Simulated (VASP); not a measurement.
Write the native input for VASP 6.6.1 that does the following.

* Task: single point
* Functional: PBE
* Potentials or basis: VASP PAW PBE potentials, release 64 (Ru_pv)
* Cutoff: 520 eV
* k mesh: 13 × 13 × 7
* Occupations: fermi-dirac, width 0.03 eV
* Spin: no spin polarisation
* Dipole correction: no
* Further INCAR settings: ALGO = Normal; EDIFF = 1e-07; NBANDS = 21

The structure of Ru lies in POSCAR:

```
Ru
1.0
    2.7235595794      0.0000000000      0.0000000000
   -1.3617797897      2.3586717845      0.0000000000
    0.0000000000      0.0000000000      4.2890849607
Ru
2
Direct
    0.3333333333      0.6666666667      0.2500000000
    0.6666666667      0.3333333333      0.7500000000
```

These files were run (other wordings do the same):

INCAR

```
SYSTEM = Ru
PREC = Accurate ; ENCUT = 520
EDIFF = 1E-7 ; ISMEAR = -1
SIGMA = 0.03 ; LREAL = .False.
LASPH = .True. ; NELM = 100
ALGO = Normal ; ISIF = 2
LWAVE = .False. ; LCHARG = .False.
GGA = PE ; NBANDS = 21
```

KPOINTS

```
regular mesh
0
Gamma
  13 13 7
  0 0 0
```

Potentials or basis: VASP PAW PBE potentials, release 64 (Ru_pv).

Command:

```sh
$ cat potpaw_PBE.64/Ru_pv/POTCAR > POTCAR
$ mpirun -np 1 vasp_std > vasp.out
```

Results of the run:

```yaml
Pressure: -0.3 GPa
Band_gap_on_the_k_mesh: zero (band 14 reaches 13.98 eV, above the bottom of band 15 at 11.05 eV)
```

Run time: 59 s on 1 thread of Intel Xeon 8259CL, with other jobs on the host, peak memory 0.16 GiB.
